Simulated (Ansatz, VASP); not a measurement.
# Si: VASP beside Ansatz

INCAR

```
SYSTEM = Si
ALGO     = Normal         ! electronic algorithm
EDIFF    = 1E-6           ! SCF threshold, eV
ENCUT    = 500            ! plane-wave cutoff, eV
GGA      = CA             ! functional
GGA_COMPAT= .False.      
ISIF     = 2              ! what is computed and relaxed
ISMEAR   = -1             ! smearing method
LASPH    = .True.         ! aspherical terms in the spheres
LCHARG   = .False.        ! write CHGCAR
LREAL    = .False.        ! projectors in reciprocal space
LWAVE    = .False.        ! write WAVECAR
NBANDS   = 11             ! bands
NELM     = 120            ! most SCF steps
PREC     = Accurate       ! precision mode
SIGMA    = 0.08           ! smearing width, eV
```

KPOINTS

```
k-points
0
Gamma
  12 12 12
  0 0 0
```

POSCAR

```
Si
1.0
    0.0000000000      2.1437337924      2.1437337924
    2.1437337924      0.0000000000      2.1437337924
    2.1437337924      2.1437337924      0.0000000000
Si
2
Direct
   -0.1250000000     -0.1250000000     -0.1250000000
    0.1250000000      0.1250000000      0.1250000000
```

Input for Ansatz:

```yaml
crystal:
  lattice:
    - [0.0, 2.1437337924, 2.1437337924]
    - [2.1437337924, 0.0, 2.1437337924]
    - [2.1437337924, 2.1437337924, 0.0]
  atoms:
    - { symbol: Si, position: [-0.125, -0.125, -0.125] }
    - { symbol: Si, position: [0.125, 0.125, 0.125] }
kpoints:
  mp_grid: { grid: [12, 12, 12] }
scf:
  occupations: { method: fermi_dirac, width: 0.08 }
hamiltonian:
  xc: lda
  pseudopotentials: { kind: paw }
output:
  forces: true
  stress: true
  eigenvalues: true
  populations: true
```

Change from the starting cell: volume scaled by 0.5, PAW files.

Alike in both runs: task single point; functional LDA; k mesh 12 × 12 × 12; occupations fermi-dirac, width 0.08 eV; no spin polarisation.

|  | VASP | Ansatz |
| --- | --- | --- |
| version | VASP 6.6.1 | Ansatz 0.2.0 |
| potentials or method | VASP PAW LDA potentials, release 64 (Si) | PAW with Ansatz's default frozen-core files, scalar-relativistic |
| plane-wave cutoff (eV) | 500 | 420 |
| valence electrons in the cell | 8 | 8 |

|  | VASP | Ansatz | Ansatz less VASP |
| --- | --- | --- | --- |
| pressure (GPa) | 251.9 | 250.9 | -0.99 |

LDA's correlation is that of Perdew and Zunger in VASP and of Perdew and Wang (1992) in Ansatz. Both programs put the cell under a high pressure, so it lies far from rest at this level.

Noted on VASP's run: the cell as given lies far from equilibrium.
